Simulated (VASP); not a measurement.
Here is a VASP 6.6.1 calculation.

Contents of INCAR:

```
SYSTEM = FeS2
PREC = Accurate
ENCUT = 600
EDIFF = 1E-6
ISMEAR = 0
SIGMA = 0.01
LREAL = .FALSE.
LASPH = .TRUE.
NELM = 120
ALGO = Normal
ISIF = 2
LWAVE = .FALSE.
LCHARG = .FALSE.
GGA = PE
NBANDS = 52
GGA_COMPAT = .FALSE.
```

The input KPOINTS:

```
regular mesh
0
G
  4 4 4
  0 0 0
```

POSCAR

```
FeS2
1.0
    5.4033489588      0.0000000000      0.0000000000
    0.0000000000      5.4033489588      0.0000000000
    0.0000000000      0.0000000000      5.4033489588
Fe S
4 8
Direct
    0.0000000000      0.5000000000      0.5000000000
    0.5000000000      0.5000000000      0.0000000000
    0.5000000000      0.0000000000      0.5000000000
    0.0000000000      0.0000000000      0.0000000000
    0.3826532222      0.1173467778      0.8826532222
    0.1173467778      0.8826532222      0.3826532222
    0.8826532222      0.3826532222      0.1173467778
    0.6173467778      0.6173467778      0.6173467778
    0.3826532222      0.3826532222      0.3826532222
    0.1173467778      0.6173467778      0.8826532222
    0.8826532222      0.1173467778      0.6173467778
    0.6173467778      0.8826532222      0.1173467778
```

Potentials or basis: VASP PAW PBE potentials, release 64 (Fe, S).

Command:

```bash
$ cat potpaw_PBE.64/Fe/POTCAR potpaw_PBE.64/S/POTCAR > POTCAR
$ mpirun -np 1 vasp_std > vasp.out
```

What does it give for the band gap on the k mesh?

0.42 eV (least direct gap 0.46 eV).

Estimate the pressure.

0.1 GPa.

Estimate the largest force.

0.081 eV/Å.

Forces on the atoms (eV/Å):
```
Fe   0.000  0.000  0.000
Fe   0.000  0.000  0.000
Fe   0.000  0.000  0.000
Fe   0.000  0.000  0.000
S    0.047 -0.047  0.047
S   -0.047  0.047  0.047
S    0.047  0.047 -0.047
S   -0.047 -0.047 -0.047
S    0.047  0.047  0.047
S   -0.047 -0.047  0.047
S    0.047 -0.047 -0.047
S   -0.047  0.047 -0.047
```

A k mesh can miss the band edges. Spin polarisation is off, so any magnetic state and its effect on volume and gap are missing.
